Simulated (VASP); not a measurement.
# RbRe2 (P6/mmm) in VASP: relaxation of cell and atoms with PBE

Aim: the relaxation of cell and atoms of RbRe2 with PBE.

All numbers are computed with VASP 6.6.1; they aren't measurements. Logs are shortened: lines on timing, memory, paths and dates and some standing lists are left out, and cuts for length are marked.

### Step 1. The cell of the first run

Symmetry: P6/mmm, No. 191, hexagonal system. Conventional cell: a = 4.113 Å, b = 4.113 Å, c = 6.220 Å, α = 90.00°, β = 90.00°, γ = 120.00°. Within 5.1 Å of Rb (site symmetry 6/mmm) lie 12 Re at 3.91 Å and 6 Rb at 4.11 Å. Within 3.1 Å of Re (site symmetry -6m2) lie 3 Re at 2.37 Å.

### Step 2. Relaxation of cell and atoms, PBE

Input file INCAR:

```
SYSTEM = RbRe2
PREC = Accurate
ENCUT = 600
EDIFF = 1E-6
ISMEAR = 0
SIGMA = 0.1
LREAL = .FALSE.
LASPH = .TRUE.
NELM = 80
ALGO = Fast
ISIF = 3
LWAVE = .FALSE.
LCHARG = .FALSE.
GGA = PE
IBRION = 2
NSW = 100
EDIFFG = -0.01
```

Input file KPOINTS:

```
Automatic mesh
0
G
  12 12 8
  0 0 0
```

Input file POSCAR:

```
RbRe2
1.0
    4.1134787378      0.0000000000      0.0000000000
   -2.0567393689      3.5623770849      0.0000000000
    0.0000000000      0.0000000000      6.2204810351
Rb Re
1 2
Direct
    0.0000000000      0.0000000000      0.0000000000
    0.3333333333      0.6666666667      0.5000000000
    0.6666666667      0.3333333333      0.5000000000
```

Potentials or basis: VASP PAW PBE potentials, release 64 (Rb_sv, Re).

Run with:

```sh
cat potpaw_PBE.64/Rb_sv/POTCAR potpaw_PBE.64/Re/POTCAR > POTCAR
mpirun -np 1 vasp_std > vasp.out
```

OUTCAR:

```text
SYSTEM = RbRe2
   PREC = Accurate
   ENCUT = 600
   EDIFF = 1E-6
   ISMEAR = 0
   LREAL = .FALSE.
   LASPH = .TRUE.
   NELM = 80
   ISIF = 3
   GGA = PE
   IBRION = 2
   NSW = 100
   EDIFFG = -0.01

 ion  position               nearest neighbor table
   1  0.000  0.000  0.000-   2 3.91   3 3.91   2 3.91   3 3.91   3 3.91   3 3.91   2 3.91   2 3.91
                             3 3.91   3 3.91   2 3.91   2 3.91
   2  0.333  0.667  0.500-   3 2.37   3 2.37   3 2.37   1 3.91   1 3.91   1 3.91   1 3.91   1 3.91
                             1 3.91
   3  0.667  0.333  0.500-   2 2.37   2 2.37   2 2.37   1 3.91   1 3.91   1 3.91   1 3.91   1 3.91
                             1 3.91

  LATTYP: Found a hexagonal cell.
 ALAT       =     4.1134787378
 C/A-ratio  =     1.5122190806

  Lattice vectors:

 A1 = (   4.1134787378,   0.0000000000,   0.0000000000)
 A2 = (  -2.0567393689,   3.5623770849,   0.0000000000)
 A3 = (   0.0000000000,   0.0000000000,   6.2204810351)

Analysis of symmetry for initial positions (statically):
=====================================================================
 Subroutine PRICEL returns:
 Original cell was already a primitive cell.

 Routine SETGRP: Setting up the symmetry group for a
 hexagonal supercell.

 Subroutine GETGRP returns: Found 24 space group operations
 (whereof 24 operations were pure point group operations)
 out of a pool of 24 trial point group operations.

The static configuration has the point symmetry D_6h.

Analysis of symmetry for dynamics (positions and initial velocities):
=====================================================================
 Subroutine PRICEL returns:
 Original cell was already a primitive cell.

 Routine SETGRP: Setting up the symmetry group for a
 hexagonal supercell.

 Subroutine GETGRP returns: Found 24 space group operations
 (whereof 24 operations were pure point group operations)
 out of a pool of 24 trial point group operations.

The dynamic configuration has the point symmetry D_6h.

 Subroutine INISYM returns: Found 24 space group operations
 (whereof 24 operations are pure point group operations),
 and found     1 'primitive' translations

----------------------------------------------------------------------------------------

                                     Primitive cell

  volume of cell :      91.1535

  direct lattice vectors                    reciprocal lattice vectors
     4.113478738  0.000000000  0.000000000     0.243103238  0.140355720  0.000000000
    -2.056739369  3.562377085  0.000000000     0.000000000  0.280711440  0.000000000
     0.000000000  0.000000000  6.220481035     0.000000000  0.000000000  0.160759272

  length of vectors
     4.113478738  4.113478738  6.220481035     0.280711440  0.280711440  0.160759272

  position of ions in fractional coordinates (direct lattice)
     0.000000000  0.000000000  0.000000000
     0.333333333  0.666666667  0.500000000
     0.666666667  0.333333333  0.500000000

  ion indices of the primitive-cell ions
   primitive index   ion index
                 1           1
                 2           2
                 3           3

----------------------------------------------------------------------------------------

 KPOINTS: Automatic mesh

Automatic generation of k-mesh.
 Grid dimensions read from file:
 generate k-points for:   12   12    8

 Generating k-lattice:

  Cartesian coordinates                     Fractional coordinates (reciprocal lattice)
     0.020258603  0.011696310  0.000000000     0.083333333  0.000000000  0.000000000
     0.000000000  0.023392620  0.000000000     0.000000000  0.083333333  0.000000000
     0.000000000  0.000000000  0.020094909     0.000000000  0.000000000  0.125000000

  Length of vectors
     0.023392620  0.023392620  0.020094909

  Shift w.r.t. Gamma in fractional coordinates (k-lattice)
     0.000000000  0.000000000  0.000000000

 Subroutine IBZKPT returns following result:
 ===========================================

 Found     95 irreducible k-points:

 Following reciprocal coordinates:
            Coordinates               Weight
  0.000000  0.000000  0.000000      1.000000
  0.083333 -0.000000  0.000000      6.000000
  0.166667  0.000000  0.000000      6.000000
  0.250000  0.000000  0.000000      6.000000
  0.333333  0.000000  0.000000      6.000000
  0.416667  0.000000  0.000000      6.000000
[... 16 lines left out ...]
  0.250000  0.000000  0.125000     12.000000
  0.333333  0.000000  0.125000     12.000000
 [... further k-points ...]
   k-points           NKPTS =     95   k-points in BZ     NKDIM =     95   number of bands    NBANDS=     15
   number of dos      NEDOS =    301   number of ions     NIONS =      3
   total plane-waves  NPLWV =  64800
   dimension x,y,z NGX =    36 NGY =   36 NGZ =   50
   dimension x,y,z NGXF=    72 NGYF=   72 NGZF=  100
   ions per type =               1   2
   NGX,Y,Z   is equivalent  to a cutoff of  14.55, 14.55, 13.36 a.u.
   NGXF,Y,Z  is equivalent  to a cutoff of  29.10, 29.10, 26.73 a.u.
 SYSTEM =  RbRe2
   PREC   = accura    normal or accurate (medium, high low for compatibility)
   ISTART =      0    job   : 0-new  1-cont  2-samecut
   ICHARG =      2    charge: 1-file 2-atom 10-const
   ISPIN  =      1    spin polarized calculation?
   LNONCOLLINEAR =      F non collinear calculations
   LSORBIT =      F    spin-orbit coupling
   LASPH  =      T    aspherical Exc in radial PAW
   ENCUT  =  600.0 eV  44.10 Ry    6.64 a.u.   8.22  8.22 12.42*2*pi/ulx,y,z
   NELM   =     80;   NELMIN=  2; NELMDL= -5     # of ELM steps
   EDIFF  = 0.1E-05   stopping-criterion for ELM
   LREAL  =      F    real-space projection
   EDIFFG = -.1E-01   stopping-criterion for IOM
   NSW    =    100    number of steps for IOM
   IBRION =      2    ionic relax: 0-MD 1-quasi-New 2-CG
   NFREE  =      1    steps in history (QN), initial steepest desc. (CG)
   ISIF   =      3    stress and relaxation
   ISYM   =      2    0-nonsym 1-usesym 2-fastsym
   POTIM  = 0.5000    time-step for ionic-motion
   TEBEG  =    0.0;   TEEND  =   0.0 temperature during run
   PSTRESS=    0.0 pullay stress
   NELECT =      23.0000    total number of electrons
   NUPDOWN=      -1.0000    fix difference up-down
   EMIN   =  10.00;   EMAX   =-10.00  energy-range for DOS
   EFERMI =   0.00;   METHOD = LEGACY
   ISMEAR =     0;   SIGMA  =   0.10  broadening in eV -4-tet -1-fermi 0-gaus
   EFERMI_NEDOS =   21; number of points for ismear=-14 and -15
   IALGO  =     68    algorithm
   IMIX   =      4    mixing-type and parameters
     AMIX     =   0.40;   BMIX     =  1.00
     AMIX_MAG =   1.60;   BMIX_MAG =  1.00
  volume/ion in A,a.u.               =      30.38       205.04
  Fermi-wavevector in a.u.,A,eV,Ry     =   1.034490  1.954903 14.560548  1.070170
  Thomas-Fermi vector in A             =   2.168788
   LORBIT       =      0    0 simple, 1 ext, 2 COOP (PROOUT), +10 PAW based schemes
   GGA     = PE    functional components
   LHFCALC =     F    Hartree Fock is set to
   AEXX    =    0.0000 exact exchange contribution
   IVDW    =     0    specifies the selected vdW correction
   LEPSILON=     F    determine dielectric tensor
   LRPA    =     F    only Hartree local field effects (RPA)
 conjugate gradient relaxation of ions
 non-spin polarized calculation
 RMM-DIIS sequential band-by-band and
 Gauss-broadening in eV      SIGMA  =   0.10
  energy-cutoff  :      600.00
  volume of cell :       91.15
 maximum number of plane-waves:      3066
 NGX is ok and might be reduce to    36
   NGX = 17   NGY = 17   NGZ = 25

--------------------------------------- Ionic step        1  -------------------------------------------

 number of electron      23.0000000 magnetization

 Free energy of the ion-electron system (eV)
  ---------------------------------------------------
  ext. energy  EPLUGINS =         0.00000000
  ---------------------------------------------------
  free energy    TOTEN  =       -21.55966502 eV

  energy without entropy =      -21.54209932  energy(sigma->0) =      -21.55088217

------------------------ aborting loop EDIFF was not reached (unconverged)  ----------------------------

  FORCE on cell =-STRESS in cart. coord.  units (eV):
  Direction    XX          YY          ZZ          XY          YZ          ZX
  --------------------------------------------------------------------------------------
  -------------------------------------------------------------------------------------
  Total       -0.8303477     -0.8303477      0.2116195      0.0000000     -0.0000000      0.0000000
  in kB      -14.5947773    -14.5947773      3.7195743      0.0000000     -0.0000000      0.0000000
  external PRESSURE =      -8.4899935 kB  Pullay stress =       0.0000000 kB
[... 92 lines left out ...]
  FREE ENERGIE OF THE ION-ELECTRON SYSTEM (eV)
  ---------------------------------------------------
  free  energy   TOTEN  =       -21.5372678128 eV

  energy  without entropy=      -21.5204508155  energy(sigma->0) =      -21.52885931

[... ionic steps 4 to 10 ...]

--------------------------------------- Ionic step       11  -------------------------------------------

 number of electron      23.0000000 magnetization

------------------------ aborting loop because EDIFF is reached ----------------------------------------
[... 69 lines left out ...]
--------------------------------------- Ionic step       13  -------------------------------------------

 number of electron      23.0000000 magnetization

 Free energy of the ion-electron system (eV)
  ---------------------------------------------------
  ext. energy  EPLUGINS =         0.00000000
  ---------------------------------------------------
  free energy    TOTEN  =       -21.56813160 eV

  energy without entropy =      -21.55111691  energy(sigma->0) =      -21.55962425

 E-fermi :   1.8741     XC(G=0):  -9.1637

 val. band max:        1.8650781940   @ k =   0.5000   0.0000   0.3750
 cond. band min:       1.8759118388   @ k =   0.1667   0.0000   0.5000
 fundamental gap:      0.0108336448
 Fermi energy:         1.8741152297

 k-point     1 :       0.0000    0.0000    0.0000
  band No.  band energies     occupation
      1     -24.8476      2.00000
      2      -8.9316      2.00000
      3      -8.7901      2.00000
      4      -8.7901      2.00000
      5      -4.2859      2.00000
      6      -0.6746      2.00000
      7      -0.1929      2.00000
      8      -0.1929      2.00000
      9       0.6144      2.00000
     10       0.6144      2.00000
     11       1.0207      2.00000
     12       1.0207      2.00000
     13       3.0617      0.00000
     14       3.5219      0.00000
[... 401 lines left out ...]
      2      -9.1956      2.00000
      3      -8.8782      2.00000
      4      -8.8617      2.00000
      5      -2.5590      2.00000
      6      -1.9693      2.00000
      7      -1.1111      2.00000
      8      -0.7129      2.00000
      9      -0.3124      2.00000
     10       0.2430      2.00000
     11       1.7093      1.98025
     12       1.9067      0.64466
     13       2.4423      0.00000
     14       3.9288      0.00000
     15       4.6160      0.00000

 [... further k-points ...]

------------------------ aborting loop because EDIFF is reached ----------------------------------------

  FORCE on cell =-STRESS in cart. coord.  units (eV):
  Direction    XX          YY          ZZ          XY          YZ          ZX
  --------------------------------------------------------------------------------------
  -------------------------------------------------------------------------------------
  Total        0.0078417      0.0078417      0.0117189      0.0000000      0.0000000      0.0000000
  in kB        0.1381791      0.1381791      0.2064992      0.0000000      0.0000000      0.0000000
  external PRESSURE =       0.1609525 kB  Pullay stress =       0.0000000 kB
[... 18 lines left out ...]
  FREE ENERGIE OF THE ION-ELECTRON SYSTEM (eV)
  ---------------------------------------------------
  free  energy   TOTEN  =       -21.5681315950 eV

  energy  without entropy=      -21.5511169075  energy(sigma->0) =      -21.55962425

 reached required accuracy - stopping structural energy minimisation
```

Wall time 22 min (1 thread of Intel Xeon 6975P-C (Granite Rapids), shared host); peak memory 0.4 GiB.

What came out:

```
Free energy                           : -21.5681 eV
Relaxed volume                        : 30.31 Å³/atom
Relaxed cell                          : a = 4.088 Å, b = 4.088 Å, c = 6.281 Å, α = 90.00°, β = 90.00°, γ = 120.00°
Space group after relaxing (to 0.1 Å) : P6/mmm (No. 191)
Energy gained by relaxing             : 2.8 meV/atom
Ionic steps                           : 13
Pressure after relaxing               : 0.0 GPa
Band gap on the k mesh                : zero (an odd number of electrons rules out a gap without spin polarisation)
```

Step by step:
```csv
step,energy change (eV),largest force (eV/Å),pressure (GPa),volume (Å³)
1,0.0000,0.0000,-0.85,91.15
2,0.0185,0.0000,1.65,89.04
3,0.0224,0.0000,0.30,90.27
4,-0.0073,0.0000,0.04,90.36
5,-0.0074,0.0000,0.10,90.31
6,-0.0074,0.0000,0.09,90.29
7,-0.0081,0.0000,0.05,90.57
8,-0.0084,0.0000,-0.08,91.07
9,-0.0084,0.0000,-0.08,91.01
10,-0.0084,0.0000,-0.04,90.95
11,-0.0084,0.0000,-0.07,90.99
12,-0.0084,0.0000,0.14,90.80
13,-0.0085,0.0000,0.02,90.92
```

Final structure:
```xyz
3
Lattice="4.0885 0.0000 0.0000 -2.0442 3.5407 0.0000 0.0000 0.0000 6.2809" Properties=species:S:1:pos:R:3 pbc="T T T"
Rb    0.0000    0.0000    0.0000
Re    0.0000    2.3605    3.1405
Re    2.0442    1.1802    3.1405
```

Caveat: spin-orbit coupling is left out, which moves the levels of the heavy elements.
